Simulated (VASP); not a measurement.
# ZrSi2 (Cmcm) in VASP: single point with PBE

Aim: the single point of ZrSi2 with PBE.

Everything below comes from runs of VASP 6.6.1. Logs are shortened: lines on timing, memory, paths and dates and some standing lists are left out, and cuts for length are marked.

## Step 1: The cell of the first run

The structure is orthorhombic, space group Cmcm (No. 63). The conventional cell has a = 3.683 Å, b = 14.871 Å, c = 3.673 Å, α = 90.00°, β = 90.00°, γ = 90.00°. Within 3.7 Å of Zr (site symmetry m2m) lie 10 Si at 2.72 to 2.98 Å and 6 Zr at 3.65 to 3.68 Å. Si (site symmetry m2m) has 2 Si at 2.39 Å and 6 Zr at 2.72 to 2.98 Å within 3.2 Å. Si (site symmetry m2m) has 8 Si at 2.60 to 3.48 Å and 4 Zr at 2.82 Å within 3.5 Å.

## Step 2: Single point, PBE

The input, INCAR:

```
PREC = Accurate
ENCUT = 500
EDIFF = 1E-6
ISMEAR = 0
SIGMA = 0.1
LREAL = F
LASPH = T
NELM = 120
ALGO = Normal
ISIF = 2
LWAVE = F
LCHARG = F
GGA = PE
NBANDS = 29
GGA_COMPAT = F
```

The input, KPOINTS:

```
regular mesh
0
Gamma
  6 6 6
```

The input, POSCAR:

```
ZrSi2
1.0
    1.8417421600     -7.4355683300      0.0000000000
    1.8417421600      7.4355683300      0.0000000000
    0.0000000000      0.0000000000      3.6732511500
Zr Si
2 4
Direct
    0.8940881500      0.1059118700      0.7500000000
    0.1059118700      0.8940881500      0.2500000000
    0.4485385700      0.5514614000      0.2500000000
    0.5514614000      0.4485385700      0.7500000000
    0.2502490300      0.7497509700      0.7500000000
    0.7497509700      0.2502490300      0.2500000000
```

Potentials or basis: VASP PAW PBE potentials, release 64 (Zr_sv, Si).

The run is started by

```
$ cat potpaw_PBE.64/Zr_sv/POTCAR potpaw_PBE.64/Si/POTCAR > POTCAR
$ mpirun -np 1 vasp_std > vasp.out
```

OUTCAR:

```text
PREC = Accurate
   ENCUT = 500
   EDIFF = 1E-6
   ISMEAR = 0
   LREAL = F
   LASPH = T
   NELM = 120
   ISIF = 2
   GGA = PE

 ion  position               nearest neighbor table
   1  0.894  0.106  0.750-   3 2.72   3 2.72   3 2.72   3 2.72   5 2.82   5 2.82   6 2.82   6 2.82
                             4 2.98   4 2.98   2 3.65   2 3.65
   2  0.106  0.894  0.250-   4 2.72   4 2.72   4 2.72   4 2.72   6 2.82   6 2.82   5 2.82   5 2.82
                             3 2.98   3 2.98   1 3.65   1 3.65
   3  0.449  0.551  0.250-   4 2.39   4 2.39   1 2.72   1 2.72   1 2.72   1 2.72   2 2.98   2 2.98

   4  0.551  0.449  0.750-   3 2.39   3 2.39   2 2.72   2 2.72   2 2.72   2 2.72   1 2.98   1 2.98

   5  0.250  0.750  0.750-   6 2.60   6 2.60   6 2.60   6 2.60   1 2.82   1 2.82   2 2.82   2 2.82

   6  0.750  0.250  0.250-   5 2.60   5 2.60   5 2.60   5 2.60   2 2.82   2 2.82   1 2.82   1 2.82

  LATTYP: Found a base centered orthorhombic cell.
 ALAT       =     3.6834843200
 B/A-ratio  =     4.0372471736
 C/A-ratio  =     0.9972218777

  Lattice vectors:

 A1 = (   1.8417421600,  -7.4355683300,   0.0000000000)
 A2 = (   1.8417421600,   7.4355683300,   0.0000000000)
 A3 = (   0.0000000000,   0.0000000000,   3.6732511500)

Analysis of symmetry for initial positions (statically):
=====================================================================
 Subroutine PRICEL returns:
 Original cell was already a primitive cell.

 Routine SETGRP: Setting up the symmetry group for a
 base centered orthorhombic supercell.

 Subroutine GETGRP returns: Found  8 space group operations
 (whereof  4 operations were pure point group operations)
 out of a pool of  8 trial point group operations.

The static configuration has the point symmetry C_2h.
 The point group associated with its full space group is D_2h.

Analysis of symmetry for dynamics (positions and initial velocities):
=====================================================================
 Subroutine PRICEL returns:
 Original cell was already a primitive cell.

 Routine SETGRP: Setting up the symmetry group for a
 base centered orthorhombic supercell.

 Subroutine GETGRP returns: Found  8 space group operations
 (whereof  4 operations were pure point group operations)
 out of a pool of  8 trial point group operations.

The dynamic configuration has the point symmetry C_2h.
 The point group associated with its full space group is D_2h.

 Subroutine INISYM returns: Found  8 space group operations
 (whereof  4 operations are pure point group operations),
 and found     1 'primitive' translations

----------------------------------------------------------------------------------------

                                     Primitive cell

  volume of cell :     100.6059

  direct lattice vectors                    reciprocal lattice vectors
     1.841742160 -7.435568330  0.000000000     0.271482084 -0.067244355  0.000000000
     1.841742160  7.435568330  0.000000000     0.271482084  0.067244355  0.000000000
     0.000000000  0.000000000  3.673251150     0.000000000  0.000000000  0.272238396

  length of vectors
     7.660267004  7.660267004  3.673251150     0.279686119  0.279686119  0.272238396

  position of ions in fractional coordinates (direct lattice)
     0.894088150  0.105911870  0.750000000
     0.105911870  0.894088150  0.250000000
     0.448538570  0.551461400  0.250000000
     0.551461400  0.448538570  0.750000000
     0.250249030  0.749750970  0.750000000
     0.749750970  0.250249030  0.250000000

  ion indices of the primitive-cell ions
   primitive index   ion index
                 1           1
                 2           2
                 3           3
                 4           4
                 5           5
                 6           6

----------------------------------------------------------------------------------------

 KPOINTS: regular mesh

Automatic generation of k-mesh.
 Grid dimensions read from file:
 generate k-points for:    6    6    6

 Generating k-lattice:

  Cartesian coordinates                     Fractional coordinates (reciprocal lattice)
     0.045247014 -0.011207393  0.000000000     0.166666667 -0.000000000  0.000000000
     0.045247014  0.011207393  0.000000000    -0.000000000  0.166666667  0.000000000
     0.000000000  0.000000000  0.045373066     0.000000000  0.000000000  0.166666667

  Length of vectors
     0.046614353  0.046614353  0.045373066

  Shift w.r.t. Gamma in fractional coordinates (k-lattice)
     0.000000000  0.000000000  0.000000000

 Subroutine IBZKPT returns following result:
 ===========================================

 Found     52 irreducible k-points:

 Following reciprocal coordinates:
            Coordinates               Weight
  0.000000  0.000000  0.000000      1.000000
  0.166667  0.000000  0.000000      4.000000
  0.333333  0.000000  0.000000      4.000000
  0.500000  0.000000  0.000000      2.000000
  0.166667  0.166667  0.000000      2.000000
  0.333333  0.166667  0.000000      4.000000
[... 16 lines left out ...]
  0.333333  0.333333  0.166667      4.000000
  0.500000  0.333333  0.166667      8.000000
 [... further k-points ...]
   k-points           NKPTS =     52   k-points in BZ     NKDIM =     52   number of bands    NBANDS=     29
   number of dos      NEDOS =    301   number of ions     NIONS =      6
   total plane-waves  NPLWV =  87808
   dimension x,y,z NGX =    56 NGY =   56 NGZ =   28
   dimension x,y,z NGXF=   112 NGYF=  112 NGZF=   56
   ions per type =               2   4
   NGX,Y,Z   is equivalent  to a cutoff of  12.15, 12.15, 12.67 a.u.
   NGXF,Y,Z  is equivalent  to a cutoff of  24.31, 24.31, 25.34 a.u.
 SYSTEM =  unknown system
   PREC   = accura    normal or accurate (medium, high low for compatibility)
   ISTART =      0    job   : 0-new  1-cont  2-samecut
   ICHARG =      2    charge: 1-file 2-atom 10-const
   ISPIN  =      1    spin polarized calculation?
   LNONCOLLINEAR =      F non collinear calculations
   LSORBIT =      F    spin-orbit coupling
   LASPH  =      T    aspherical Exc in radial PAW
   ENCUT  =  500.0 eV  36.75 Ry    6.06 a.u.  13.97 13.97  6.70*2*pi/ulx,y,z
   NELM   =    120;   NELMIN=  2; NELMDL= -5     # of ELM steps
   EDIFF  = 0.1E-05   stopping-criterion for ELM
   LREAL  =      F    real-space projection
   EDIFFG = 0.1E-04   stopping-criterion for IOM
   NSW    =      0    number of steps for IOM
   IBRION =     -1    ionic relax: 0-MD 1-quasi-New 2-CG
   NFREE  =      0    steps in history (QN), initial steepest desc. (CG)
   ISIF   =      2    stress and relaxation
   ISYM   =      2    0-nonsym 1-usesym 2-fastsym
   POTIM  = 0.5000    time-step for ionic-motion
   TEBEG  =    0.0;   TEEND  =   0.0 temperature during run
   PSTRESS=    0.0 pullay stress
   NELECT =      40.0000    total number of electrons
   NUPDOWN=      -1.0000    fix difference up-down
   EMIN   =  10.00;   EMAX   =-10.00  energy-range for DOS
   EFERMI =   0.00;   METHOD = LEGACY
   ISMEAR =     0;   SIGMA  =   0.10  broadening in eV -4-tet -1-fermi 0-gaus
   EFERMI_NEDOS =   21; number of points for ismear=-14 and -15
   IALGO  =     38    algorithm
   IMIX   =      4    mixing-type and parameters
     AMIX     =   0.40;   BMIX     =  1.00
     AMIX_MAG =   1.60;   BMIX_MAG =  1.00
  volume/ion in A,a.u.               =      16.77       113.15
  Fermi-wavevector in a.u.,A,eV,Ry     =   1.203798  2.274848 19.716606  1.449130
  Thomas-Fermi vector in A             =   2.339541
   LORBIT       =      0    0 simple, 1 ext, 2 COOP (PROOUT), +10 PAW based schemes
   GGA     = PE    functional components
   LHFCALC =     F    Hartree Fock is set to
   AEXX    =    0.0000 exact exchange contribution
   IVDW    =     0    specifies the selected vdW correction
   LEPSILON=     F    determine dielectric tensor
   LRPA    =     F    only Hartree local field effects (RPA)
 non-spin polarized calculation
 Gauss-broadening in eV      SIGMA  =   0.10
  energy-cutoff  :      500.00
  volume of cell :      100.61
 maximum number of plane-waves:      2574
   NGX = 27   NGY = 27   NGZ = 13

 number of electron      40.0000000 magnetization

 Free energy of the ion-electron system (eV)
  ---------------------------------------------------
  ext. energy  EPLUGINS =         0.00000000
  ---------------------------------------------------
  free energy    TOTEN  =       -42.70044734 eV

  energy without entropy =      -42.69117135  energy(sigma->0) =      -42.69580935

 E-fermi :  10.0078     XC(G=0): -11.2556

 val. band max:        9.9936691563   @ k =   0.0000   0.0000   0.5000
 cond. band min:      10.0079670412   @ k =  -0.3333   0.3333   0.5000
 fundamental gap:      0.0142978848
 Fermi energy:        10.0077937879

 k-point     1 :       0.0000    0.0000    0.0000
  band No.  band energies     occupation
      1     -38.8032      2.00000
      2     -38.7922      2.00000
      3     -17.0369      2.00000
      4     -16.8833      2.00000
      5     -16.8829      2.00000
      6     -16.8630      2.00000
[... 21 lines left out ...]
     28      12.9791      0.00000
     29      14.0318      0.00000

 k-point     2 :       0.1667    0.0000    0.0000
  band No.  band energies     occupation
      1     -38.8007      2.00000
      2     -38.7899      2.00000
      3     -17.0273      2.00000
      4     -16.9320      2.00000
      5     -16.9074      2.00000
      6     -16.8800      2.00000
[... 21 lines left out ...]
     28      13.0877      0.00000
     29      13.9173      0.00000

 k-point     3 :       0.3333    0.0000    0.0000
  band No.  band energies     occupation
      1     -38.7956      2.00000
      2     -38.7852      2.00000
      3     -17.0303      2.00000
      4     -17.0063      2.00000
      5     -16.9942      2.00000
      6     -16.8738      2.00000
[... 21 lines left out ...]
     28      13.2251      0.00000
     29      14.3717      0.00000

 k-point     4 :       0.5000    0.0000    0.0000
  band No.  band energies     occupation
      1     -38.7931      2.00000
      2     -38.7829      2.00000
      3     -17.0766      2.00000
      4     -17.0381      2.00000
      5     -16.9964      2.00000
      6     -16.8708      2.00000
[... 597 lines left out ...]
     28      13.6274      0.00000
     29      13.8508      0.00000

 k-point    23 :       0.3333    0.3333    0.1667
  band No.  band energies     occupation
      1     -38.7925      2.00000
      2     -38.7836      2.00000
      3     -17.0228      2.00000
      4     -16.9900      2.00000
      5     -16.9883      2.00000
      6     -16.8974      2.00000
[... 21 lines left out ...]
     28      13.8916      0.00000
     29      13.9643      0.00000

 k-point    24 :       0.5000    0.3333    0.1667
  band No.  band energies     occupation
      1     -38.7974      2.00000
      2     -38.7884      2.00000
      3     -17.0060      2.00000
      4     -16.9253      2.00000
      5     -16.9108      2.00000
      6     -16.9023      2.00000
[... 21 lines left out ...]
     28      13.7373      0.00000
     29      13.9765      0.00000

 [... further k-points ...]
[... 5 lines left out ...]
  --------------------------------------------------------------------------------------
  -------------------------------------------------------------------------------------
  Total        0.9533951      0.1268802      0.3581033      0.0000000     -0.0000000      0.0000000
  in kB       15.1830801      2.0206018      5.7028944      0.0000000     -0.0000000      0.0000000
  external PRESSURE =       7.6355254 kB  Pullay stress =       0.0000000 kB

 VOLUME and BASIS-vectors are now :
 -----------------------------------------------------------------------------
  energy-cutoff  :      500.00
  volume of cell :      100.61
      direct lattice vectors                 reciprocal lattice vectors
     1.841742160 -7.435568330  0.000000000     0.271482084 -0.067244355  0.000000000
     1.841742160  7.435568330  0.000000000     0.271482084  0.067244355  0.000000000
     0.000000000  0.000000000  3.673251150     0.000000000  0.000000000  0.272238396

 POSITION                                       TOTAL-FORCE (eV/Angst)
 -----------------------------------------------------------------------------------
      1.84174     -5.86054      2.75494         0.000000     -0.068264      0.000000
      1.84174      5.86054      0.91831         0.000000      0.068264      0.000000
      1.84174      0.76529      0.91831         0.000000      0.197975      0.000000
      1.84174     -0.76529      2.75494         0.000000     -0.197975      0.000000
      1.84174      3.71408      2.75494         0.000000      0.027988      0.000000
      1.84174     -3.71408      0.91831         0.000000     -0.027988      0.000000
 -----------------------------------------------------------------------------------
    total drift:                               -0.000068     -0.000022     -0.000000

  FREE ENERGIE OF THE ION-ELECTRON SYSTEM (eV)
  ---------------------------------------------------
  free  energy   TOTEN  =       -42.7004473385 eV

  energy  without entropy=      -42.6911713538  energy(sigma->0) =      -42.69580935
```

Wall time 2.4 min (1 thread of Intel Xeon Platinum 8375C at 2.90GHz (Ice Lake), shared host); peak memory 0.34 GiB.

What came out:

```
Free energy            : -42.7004 eV
Pressure               : 0.8 GPa
Largest force          : 0.198 eV/Å
Band gap on the k mesh : zero (bands 20 and 21 overlap by 0.84 eV)
```

Forces in eV/Å, atoms in the order of the input:
```
Zr   0.000 -0.068  0.000
Zr   0.000  0.068  0.000
Si   0.000  0.198  0.000
Si   0.000 -0.198  0.000
Si   0.000  0.028  0.000
Si   0.000 -0.028  0.000
```
